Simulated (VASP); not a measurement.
Here is a VASP 6.6.1 calculation.

INCAR

```
PREC = Accurate
ENCUT = 520
EDIFF = 1E-7
ISMEAR = -1
SIGMA = 0.03
LREAL = F
LASPH = T
NELM = 80
ALGO = Normal
ISIF = 2
LWAVE = F
LCHARG = F
GGA = PS
NBANDS = 10
```

File KPOINTS:

```
regular mesh
0
Gamma
  14 14 14
```

POSCAR

```
Os
1.0
    0.0000000000      1.9450000000      1.9255500000
    1.9450000000      0.0000000000      1.9255500000
    1.9450000000      1.9450000000      0.0000000000
Os
1
Direct
    0.0000000000      0.0000000000      0.0000000000
```

Potentials or basis: VASP PAW PBE potentials, release 64 (Os).

Run with:

```sh
$ cat potpaw_PBE.64/Os/POTCAR > POTCAR
$ mpirun -np 1 vasp_std > vasp.out
```

Task: Predict the pressure.

Result: -16.5 GPa.

Task: Estimate the band gap on the k mesh.

Result: Zero (bands 4 and 5 overlap by 3.70 eV).

Stress tensor (GPa, compression positive):
```
-17.38   0.00   0.00
  0.00 -17.38   0.00
  0.00   0.00 -14.86
```

Caveat: the cell differs from its parent crystal (zz strain of -1 %); the cell stands under tension; the PAW data sets were made with another functional, which shifts forces and pressure a little; spin-orbit coupling is left out, which moves the levels of the heavy elements.
